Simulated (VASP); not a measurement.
# Sc (Im-3m) in VASP: further runs

Sc is run at these levels: PBE; tasks: single point.

Everything below comes from runs of VASP 6.6.1. Logs are shortened: lines on timing, memory, paths and dates and some standing lists are left out, and cuts for length are marked.

## 1. The cell of the first run

Symmetry: Im-3m, No. 229, cubic system. The conventional cell has a = 3.527 Å, b = 3.527 Å, c = 3.527 Å, α = 90.00°, β = 90.00°, γ = 90.00°. Sc (site symmetry m-3m) has 14 Sc at 3.05 to 3.53 Å within 4.0 Å.

## 2. Single point, PBE (volume scaled by 0.88)

INCAR

```
ALGO     = Normal         # electronic algorithm
EDIFF    = 1E-7           # SCF threshold, eV
ENCUT    = 520            # plane-wave cutoff, eV
GGA      = PE             # functional
ISIF     = 2              # what is computed and relaxed
ISMEAR   = -1             # smearing method
LASPH    = True           # aspherical terms in the spheres
LCHARG   = True           # write CHGCAR
LELF     = True           # ELF
LREAL    = False          # projectors in reciprocal space
LVHAR    = True         
LWAVE    = False          # write WAVECAR
NBANDS   = 12             # bands
NELM     = 80             # most SCF steps
PREC     = Accurate       # precision mode
SIGMA    = 0.1            # smearing width, eV
```

KPOINTS

```
k-points
0
Gamma
  14 14 14
```

POSCAR

```
Sc
1.0
   -1.7637415688      1.7637415688      1.7637415688
    1.7637415688     -1.7637415688      1.7637415688
    1.7637415688      1.7637415688     -1.7637415688
Sc
1
Direct
    0.0000000000      0.0000000000      0.0000000000
```

Potentials or basis: VASP PAW PBE potentials, release 64 (Sc_sv).

Command:

```bash
$ cat potpaw_PBE.64/Sc_sv/POTCAR > POTCAR
$ mpirun -np 1 vasp_std > vasp.out
```

OUTCAR:

```text
EDIFF = 1E-7
   ENCUT = 520
   GGA = PE
   ISIF = 2
   ISMEAR = -1
   LASPH = True
   LREAL = False
   NELM = 80
   PREC = Accurate

 ion  position               nearest neighbor table
   1  0.000  0.000  0.000-

  LATTYP: Found a body centered cubic cell.
 ALAT       =     3.5274831376

  Lattice vectors:

 A1 = (  -1.7637415688,   1.7637415688,   1.7637415688)
 A2 = (   1.7637415688,  -1.7637415688,   1.7637415688)
 A3 = (   1.7637415688,   1.7637415688,  -1.7637415688)

Analysis of symmetry for initial positions (statically):
=====================================================================
 Subroutine PRICEL returns:
 Original cell was already a primitive cell.

 Routine SETGRP: Setting up the symmetry group for a
 body centered cubic supercell.

 Subroutine GETGRP returns: Found 48 space group operations
 (whereof 48 operations were pure point group operations)
 out of a pool of 48 trial point group operations.

The static configuration has the point symmetry O_h .

Analysis of symmetry for dynamics (positions and initial velocities):
=====================================================================
 Subroutine PRICEL returns:
 Original cell was already a primitive cell.

 Routine SETGRP: Setting up the symmetry group for a
 body centered cubic supercell.

 Subroutine GETGRP returns: Found 48 space group operations
 (whereof 48 operations were pure point group operations)
 out of a pool of 48 trial point group operations.

The dynamic configuration has the point symmetry O_h .

 Subroutine INISYM returns: Found 48 space group operations
 (whereof 48 operations are pure point group operations),
 and found     1 'primitive' translations

----------------------------------------------------------------------------------------

                                     Primitive cell

  volume of cell :      21.9465

  direct lattice vectors                    reciprocal lattice vectors
    -1.763741569  1.763741569  1.763741569     0.000000000  0.283488244  0.283488244
     1.763741569 -1.763741569  1.763741569     0.283488244  0.000000000  0.283488244
     1.763741569  1.763741569 -1.763741569     0.283488244  0.283488244  0.000000000

  length of vectors
     3.054890009  3.054890009  3.054890009     0.400912919  0.400912919  0.400912919

  position of ions in fractional coordinates (direct lattice)
     0.000000000  0.000000000  0.000000000
[... 75 lines left out ...]
   NELM   =     80;   NELMIN=  2; NELMDL= -5     # of ELM steps
   EDIFF  = 0.1E-06   stopping-criterion for ELM
   LREAL  =      F    real-space projection
   EDIFFG = 0.1E-05   stopping-criterion for IOM
   NSW    =      0    number of steps for IOM
   IBRION =     -1    ionic relax: 0-MD 1-quasi-New 2-CG
   NFREE  =      0    steps in history (QN), initial steepest desc. (CG)
   ISIF   =      2    stress and relaxation
   ISYM   =      2    0-nonsym 1-usesym 2-fastsym
   POTIM  = 0.5000    time-step for ionic-motion
   TEBEG  =    0.0;   TEEND  =   0.0 temperature during run
   PSTRESS=    0.0 pullay stress
   NELECT =      11.0000    total number of electrons
   NUPDOWN=      -1.0000    fix difference up-down
   EMIN   =  10.00;   EMAX   =-10.00  energy-range for DOS
   EFERMI =   0.00;   METHOD = LEGACY
   ISMEAR =    -1;   SIGMA  =   0.10  broadening in eV -4-tet -1-fermi 0-gaus
   EFERMI_NEDOS =   21; number of points for ismear=-14 and -15
   IALGO  =     38    algorithm
   IMIX   =      4    mixing-type and parameters
     AMIX     =   0.40;   BMIX     =  1.00
     AMIX_MAG =   1.60;   BMIX_MAG =  1.00
  volume/ion in A,a.u.               =      21.95       148.10
  Fermi-wavevector in a.u.,A,eV,Ry     =   1.300421  2.457440 23.008756  1.691096
  Thomas-Fermi vector in A             =   2.431621
   LORBIT       =      0    0 simple, 1 ext, 2 COOP (PROOUT), +10 PAW based schemes
   GGA     = PE    functional components
   LHFCALC =     F    Hartree Fock is set to
   AEXX    =    0.0000 exact exchange contribution
   IVDW    =     0    specifies the selected vdW correction
   LEPSILON=     F    determine dielectric tensor
   LRPA    =     F    only Hartree local field effects (RPA)
 non-spin polarized calculation
  energy-cutoff  :      520.00
  volume of cell :       21.95
 maximum number of plane-waves:       610
   NGX = 11   NGY = 11   NGZ = 11

 number of electron      10.9999998 magnetization

 Free energy of the ion-electron system (eV)
  ---------------------------------------------------
  ext. energy  EPLUGINS =         0.00000000
  ---------------------------------------------------
  free energy    TOTEN  =        -6.11376759 eV

  energy without entropy =       -6.04053176  energy(sigma->0) =       -6.07714968

 E-fermi :   4.5194     XC(G=0): -10.3547

 val. band max:        4.5141517446   @ k =  -0.4286  -0.4286   0.0714
 cond. band min:       4.5258460991   @ k =   0.2143   0.1429   0.1429
 fundamental gap:      0.0116943545
 Fermi energy:         4.5193780613

 k-point     1 :       0.0000    0.0000    0.0000
  band No.  band energies     occupation
      1     -44.7658      2.00000
      2     -23.0925      2.00000
      3     -23.0925      2.00000
      4     -23.0925      2.00000
      5      -0.9351      2.00000
      6       6.1307      0.00000
      7       6.1307      0.00000
      8       6.1307      0.00000
      9       7.7484      0.00000
     10       7.7484      0.00000
     11      19.3911      0.00000
     12      19.3911      0.00000
[... 331 lines left out ...]
 k-point    24 :       0.3571    0.2857    0.0000
  band No.  band energies     occupation
      1     -44.6499      2.00000
      2     -23.5331      2.00000
      3     -23.4430      2.00000
      4     -23.1629      2.00000
      5       3.8623      1.99720
      6       4.3791      1.60511
      7       4.4102      1.49745
      8       7.8645      0.00000
      9       8.0886      0.00000
     10      11.3052      0.00000
     11      12.2309      0.00000
     12      12.8423      0.00000

 [... further k-points ...]
[... 5 lines left out ...]
  --------------------------------------------------------------------------------------
  -------------------------------------------------------------------------------------
  Total        1.1376522      1.1376522      1.1376522      0.0000000     -0.0000000      0.0000000
  in kB       83.0529837     83.0529837     83.0529837      0.0000000     -0.0000000      0.0000000
  external PRESSURE =      83.0529837 kB  Pullay stress =       0.0000000 kB

 VOLUME and BASIS-vectors are now :
 -----------------------------------------------------------------------------
  energy-cutoff  :      520.00
  volume of cell :       21.95
      direct lattice vectors                 reciprocal lattice vectors
    -1.763741569  1.763741569  1.763741569     0.000000000  0.283488244  0.283488244
     1.763741569 -1.763741569  1.763741569     0.283488244  0.000000000  0.283488244
     1.763741569  1.763741569 -1.763741569     0.283488244  0.283488244  0.000000000

 POSITION                                       TOTAL-FORCE (eV/Angst)
 -----------------------------------------------------------------------------------
      0.00000      0.00000      0.00000         0.000000     -0.000000      0.000000
 -----------------------------------------------------------------------------------
    total drift:                                0.000000      0.000000      0.000000

  FREE ENERGIE OF THE ION-ELECTRON SYSTEM (eV)
  ---------------------------------------------------
  free  energy   TOTEN  =        -6.1137675928 eV

  energy  without entropy=       -6.0405317610  energy(sigma->0) =       -6.07714968
```

OSZICAR:

```text
N       E                     dE             d eps       ncg     rms          rms(c)
DAV:   1     0.715385966137E+02    0.71539E+02   -0.51423E+03  2496   0.916E+02
DAV:   2    -0.539664665190E+01   -0.76935E+02   -0.75317E+02  2500   0.280E+02
DAV:   3    -0.672485993683E+01   -0.13282E+01   -0.13063E+01  3264   0.498E+01
DAV:   4    -0.674491281398E+01   -0.20053E-01   -0.20047E-01  3072   0.486E+00
DAV:   5    -0.674523562250E+01   -0.32281E-03   -0.32281E-03  3320   0.591E-01    0.593E+00
DAV:   6    -0.619341129561E+01    0.55182E+00   -0.79514E-01  3692   0.134E+01    0.184E+00
DAV:   7    -0.611888275755E+01    0.74529E-01   -0.16888E-01  3852   0.581E+00    0.556E-01
DAV:   8    -0.611418343026E+01    0.46993E-02   -0.11338E-02  2780   0.157E+00    0.157E-01
DAV:   9    -0.611376504712E+01    0.41838E-03   -0.14071E-03  3512   0.581E-01    0.199E-02
DAV:  10    -0.611376764226E+01   -0.25951E-05   -0.25761E-05  3652   0.574E-02    0.635E-03
DAV:  11    -0.611376723778E+01    0.40449E-06   -0.18526E-06  3736   0.203E-02    0.802E-04
DAV:  12    -0.611376757983E+01   -0.34205E-06   -0.22689E-08  1476   0.170E-03    0.135E-04
DAV:  13    -0.611376759278E+01   -0.12951E-07   -0.54779E-09  1344   0.854E-04
   1 F= -.61137676E+01 E0= -.60771497E+01  d E =-.732358E-01
```

stdout:

```text
POSCAR found type information on POSCAR Sc
 POSCAR found :  1 types and       1 ions
 scaLAPACK will be used
 LDA part: xc-table for (Slater+PW92), standard interpolation
 POSCAR, INCAR and KPOINTS ok, starting setup
 FFT: planning ... GRIDC
 FFT: planning ... GRID_SOFT
 FFT: planning ... GRID
 WAVECAR not read
 entering main loop
```

It took 29 s on 1 thread of Intel Xeon Platinum 8259CL at 2.50GHz (Skylake/Cascade Lake), shared host; peak memory 0.15 GiB.

What came out:

```
Free energy : -6.1138 eV
Pressure    : 8.3 GPa
```

Levels at points of the mesh, in eV from the Fermi level:
```csv
k point,band 2,band 3,band 4,band 5,band 6,band 7,band 8,band 9
"(0.00, 0.00, 0.00)",-27.61,-27.61,-27.61,-5.45,1.61,1.61,1.61,3.23
"(0.50, 0.00, 0.00)",-28.19,-27.79,-27.62,-1.96,0.25,0.72,3.22,3.60
"(0.50, 0.50, 0.50)",-28.01,-28.01,-28.01,-1.50,-1.50,4.42,4.42,4.42
```

Caveat: the cell differs from its parent crystal (volume scaled by 0.88).

## 3. Single point, PBE (volume scaled by 0.92)

INCAR

```
SYSTEM = Sc
PREC     = Accurate       ! precision mode
ENCUT    = 520            ! plane-wave cutoff, eV
EDIFF    = 1E-6           ! SCF threshold, eV
ISMEAR   = -1             ! smearing method
SIGMA    = 0.1            ! smearing width, eV
LREAL    = .FALSE.        ! projectors in reciprocal space
LASPH    = .TRUE.         ! aspherical terms in the spheres
NELM     = 100            ! most SCF steps
ALGO     = Normal         ! electronic algorithm
ISIF     = 2              ! what is computed and relaxed
LWAVE    = .FALSE.        ! write WAVECAR
LCHARG   = .FALSE.        ! write CHGCAR
GGA      = PE             ! functional
NBANDS   = 12             ! bands
```

KPOINTS

```
regular mesh
0
G
  14 14 14
  0 0 0
```

POSCAR

```
Sc
1.0
   -1.7900699514      1.7900699514      1.7900699514
    1.7900699514     -1.7900699514      1.7900699514
    1.7900699514      1.7900699514     -1.7900699514
Sc
1
Direct
    0.0000000000      0.0000000000      0.0000000000
```

Potentials or basis: VASP PAW PBE potentials, release 64 (Sc_sv).

Command:

```bash
$ cat potpaw_PBE.64/Sc_sv/POTCAR > POTCAR
$ mpirun -np 1 vasp_std > vasp.out
```

Wall time 26 s (1 thread of Intel Xeon Platinum 8259CL at 2.50GHz (Skylake/Cascade Lake), shared host); peak memory 0.15 GiB.

It converged, with:

* Free energy: -6.1556 eV
* Pressure: 5.1 GPa

Levels at points of the mesh, in eV from the Fermi level:
```
           k point  band 2  band 3  band 4  band 5  band 6  band 7  band 8  band 9
(0.00, 0.00, 0.00)  -27.76  -27.76  -27.76   -5.37    1.55    1.55    1.55    3.09
(0.50, 0.00, 0.00)  -28.26  -27.92  -27.76   -1.89    0.27    0.61    3.07    3.43
(0.50, 0.50, 0.50)  -28.10  -28.10  -28.10   -1.39   -1.39    4.21    4.21    4.21
```

Caveat: the cell differs from its parent crystal (volume scaled by 0.92).

## 4. Single point, PBE (volume scaled by 0.96)

INCAR

```
PREC = Accurate
ENCUT = 520
EDIFF = 1E-6
ISMEAR = -1
SIGMA = 0.1
LREAL = False
LASPH = True
NELM = 60
ALGO = Normal
ISIF = 2
LWAVE = False
LCHARG = False
GGA = PE
NBANDS = 12
```

KPOINTS

```
regular mesh
0
Gamma
  14 14 14
```

POSCAR

```
Sc
1.0
   -1.8156458347      1.8156458347      1.8156458347
    1.8156458347     -1.8156458347      1.8156458347
    1.8156458347      1.8156458347     -1.8156458347
Sc
1
Direct
    0.0000000000      0.0000000000      0.0000000000
```

Command:

```bash
$ cat potpaw_PBE.64/Sc_sv/POTCAR > POTCAR
$ mpirun -np 1 vasp_std > vasp.out
```

It took 32 s on 1 thread of Intel Xeon Platinum 8259CL at 2.50GHz (Skylake/Cascade Lake), shared host; peak memory 0.15 GiB.

It converged, with:

```yaml
Free_energy: -6.1790 eV
Pressure: 2.3 GPa
```

Levels at points of the mesh, in eV from the Fermi level:
| k point | band 1 | band 2 | band 3 | band 4 | band 5 | band 6 | band 7 | band 8 | band 9 | band 10 |
| --- | --- | --- | --- | --- | --- | --- | --- | --- | --- | --- |
| (0.00, 0.00, 0.00) | -49.50 | -27.89 | -27.89 | -27.89 | -5.29 | 1.50 | 1.50 | 1.50 | 2.96 | 2.96 |
| (0.50, 0.00, 0.00) | -49.43 | -28.33 | -28.03 | -27.90 | -1.82 | 0.28 | 0.51 | 2.93 | 3.28 | 4.31 |
| (0.50, 0.50, 0.50) | -49.38 | -28.19 | -28.19 | -28.19 | -1.28 | -1.28 | 4.01 | 4.01 | 4.01 | 6.37 |

Caveat: the cell differs from its parent crystal (volume scaled by 0.96).

## 5. Single point, PBE

This run uses another cell than the first one, of 24.94 Å³/atom, 1.136 times its volume.

INCAR

```
  PREC = Accurate
  ENCUT = 520
  EDIFF = 1E-6
  ISMEAR = -1
  SIGMA = 0.1
  LREAL = F
  LASPH = T
  NELM = 80
  ALGO = Normal
  ISIF = 2
  LWAVE = F
  LCHARG = T
  GGA = PE
  LELF = T
  LVHAR = T
  NBANDS = 12
```

KPOINTS

```
Automatic mesh
0
Gamma
  14 14 14
```

POSCAR

```
Sc
1.0
   -1.8405207865      1.8405207865      1.8405207865
    1.8405207865     -1.8405207865      1.8405207865
    1.8405207865      1.8405207865     -1.8405207865
Sc
1
Direct
    0.0000000000      0.0000000000      0.0000000000
```

Command:

```bash
$ cat potpaw_PBE.64/Sc_sv/POTCAR > POTCAR
$ mpirun -np 1 vasp_std > vasp.out
```

It took 28 s on 1 thread of Intel Xeon Platinum 8259CL at 2.50GHz (Skylake/Cascade Lake), shared host; peak memory 0.15 GiB.

It converged, with:

```
Free energy : -6.1866 eV
Pressure    : 0.0 GPa
```

Levels at points of the mesh, in eV from the Fermi level:
```
           k point  band 1  band 2  band 3  band 4  band 5  band 6  band 7  band 8  band 9  band 10
(0.00, 0.00, 0.00)  -49.61  -28.02  -28.02  -28.02   -5.21    1.45    1.45    1.45    2.83     2.83
(0.50, 0.00, 0.00)  -49.55  -28.40  -28.14  -28.02   -1.76    0.29    0.43    2.80    3.13     4.11
(0.50, 0.50, 0.50)  -49.50  -28.29  -28.29  -28.29   -1.19   -1.19    3.82    3.82    3.82     6.12
```

## 6. Summary

```tsv
cell	gap on the mesh (eV)	pressure (GPa)
a = 3.055 Å, angles 109.5°, 1 atom	none	8.3
a = 3.100 Å, angles 109.5°, 1 atom	none	5.1
a = 3.145 Å, angles 109.5°, 1 atom	none	2.3
a = 3.188 Å, angles 109.5°, 1 atom	none	0.0
```

Alike in all rows: task single point; level PBE; potentials or basis VASP PAW PBE potentials, release 64 (Sc_sv); no spin polarisation; k mesh 14 × 14 × 14; cutoff (eV) 520; smearing fermi-dirac 0.1 eV.

Absolute energies hang on the potentials; compare differences alone.
